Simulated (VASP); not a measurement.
# MoSe: single point with r2SCAN+U

MoSe:

```
Mo Se
1.0
     0.00000    2.94868    2.94868
     2.94868    0.00000    2.94868
     2.94868    2.94868    0.00000
Mo Se
1 1
Direct
  0.00000 0.00000 0.00000
  0.50000 0.50000 0.50000
```

```yaml
Program: VASP 6.6.1
Task: single point
Functional: r2SCAN
Potentials_or_basis: VASP PAW PBE potentials, release 64 (Mo_sv, Se)
Cutoff: 520 eV
k_mesh: 12 × 12 × 12
Occupations: gaussian, width 0.1 eV
Spin: collinear spin
Starting_moments: "[2.0, 0.0] μB"
Hubbard_terms: Mo d U = 4.38 eV
```

```
Pressure                                              : -6.6 GPa
Band gap on the k mesh                                : zero (filled and empty bands overlap)
Net moment                                            : 4.00 μB per cell
Site moments                                          : Mo +3.71; Se -0.16 μB
Valence electrons inside the program's atomic spheres : Mo 12.09; Se 3.86
```

Levels at points of the mesh, in eV from the Fermi level:
Spin up:
| k point | band 10 | band 11 | band 12 | band 13 | band 14 | band 15 |
| --- | --- | --- | --- | --- | --- | --- |
| (0.00, 0.00, 0.00) | -1.93 | -1.77 | -1.77 | -1.77 | 0.62 | 8.60 |
| (0.50, 0.00, 0.00) | -2.56 | -2.08 | 2.07 | 2.07 | 2.75 | 5.84 |
| (0.50, 0.50, 0.00) | -2.50 | -2.50 | -1.53 | -0.61 | 1.17 | 7.01 |
Spin down:
```tsv
k point	band 4	band 5	band 6	band 7	band 8	band 9	band 10	band 11	band 12	band 13
(0.00, 0.00, 0.00)	-34.01	-14.25	-1.95	-1.95	-1.95	2.20	2.72	2.72	2.72	2.77
(0.50, 0.00, 0.00)	-34.01	-13.59	-5.23	-3.06	-3.06	3.54	4.52	4.56	4.56	6.16
(0.50, 0.50, 0.00)	-34.02	-13.59	-4.55	-2.94	-2.94	1.09	3.35	3.49	4.57	5.12
```

Eigenvalues of the final occupation matrices:
```csv
site,spin,trace,eigenvalues
site 1 d,1,3.78,0.60 0.60 0.86 0.86 0.86
site 1 d,2,0.14,0.01 0.01 0.01 0.06 0.06
```

Run time: 5.3 min on 1 thread of Intel(R) Xeon(R) 6975P-C (Granite Rapids), on a shared host, peak memory 0.29 GiB.

Caveat: the cell stands under tension; the PAW data sets were made with another functional, which shifts forces and pressure a little.
